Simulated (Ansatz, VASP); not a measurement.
## Ru in VASP and in Ansatz

INCAR

```
ALGO = Fast
EDIFF = 1E-6
ENCUT = 520
GGA = PS
ISIF = 2
ISMEAR = 0
LASPH = T
LCHARG = F
LREAL = F
LWAVE = F
NBANDS = 21
NELM = 80
PREC = Accurate
SIGMA = 0.15
```

The input KPOINTS:

```
k-points
0
Gamma
  18 18 10
```

File POSCAR:

```
Ru
1.0
    2.6896847532      0.0000000000      0.0000000000
   -1.3448423766      2.3293353245      0.0000000000
    0.0000000000      0.0000000000      4.2523798378
Ru
2
Direct
    0.3233090145      0.6466180290      0.2500000000
    0.6766909855      0.3533819710      0.7500000000
```

Input for Ansatz:

```yaml
crystal:
  lattice:
    - [2.6896847532, 0.0, 0.0]
    - [-1.3448423766, 2.3293353245, 0.0]
    - [0.0, 0.0, 4.2523798378]
  atoms:
    - { symbol: Ru, position: [0.3233090145, 0.646618029, 0.25] }
    - { symbol: Ru, position: [0.6766909855, 0.353381971, 0.75] }
basis:
  ecutwfc: 420
kpoints:
  mp_grid: { grid: [18, 18, 10] }
hamiltonian:
  xc: pbesol
  pseudopotentials: { kind: paw, azcp: { folder: soft_1 } }
scf:
  occupations: { method: gaussian, width: 0.15 }
output:
  forces: true
  stress: true
  eigenvalues: true
```

Change from the starting cell: mode 4 frozen in at +0.000 Å and mode 5 at -0.047 Å (largest displacements).

Alike in both runs: task single point; functional PBEsol; k mesh 18 × 18 × 10; occupations gaussian, width 0.15 eV; no spin polarisation.

```csv
,VASP,Ansatz
version,VASP 6.6.1,Ansatz 0.2.0
potentials or method,"VASP PAW PBE potentials, release 64 (Ru_pv), cutoff 520 eV","scalar-relativistic, plane waves, PAW"
valence electrons in the cell,28,32
```

VASP gave:

```
gap on the k mesh at the Fermi level (eV)                     : none
pressure (GPa)                                                : 0.4
traceless stress, the component that is largest in VASP (GPa) : -2.04
rms of the force components (eV/Å)                            : 0.417
```

Problem. Estimate Ansatz's values.

Solution. gap on the k mesh at the Fermi level (eV): none; pressure (GPa): 0.5; traceless stress, the component that is largest in VASP (GPa): -2.02; rms of the force components (eV/Å): 0.418.

VASP's potentials were made for PBE, not for PBEsol, and Ansatz warns of the same on its side. Atom by atom the forces differ by 0.001 eV/Å (rms over components). A gap of «none» marks a metal or a gap that the smearing closes. The functional is the same, so the differences come from potentials, cutoffs and numerics. VASP's potentials hold 28 valence electrons a cell and Ansatz's 32, so a difference there can come from the potentials and not from the codes.
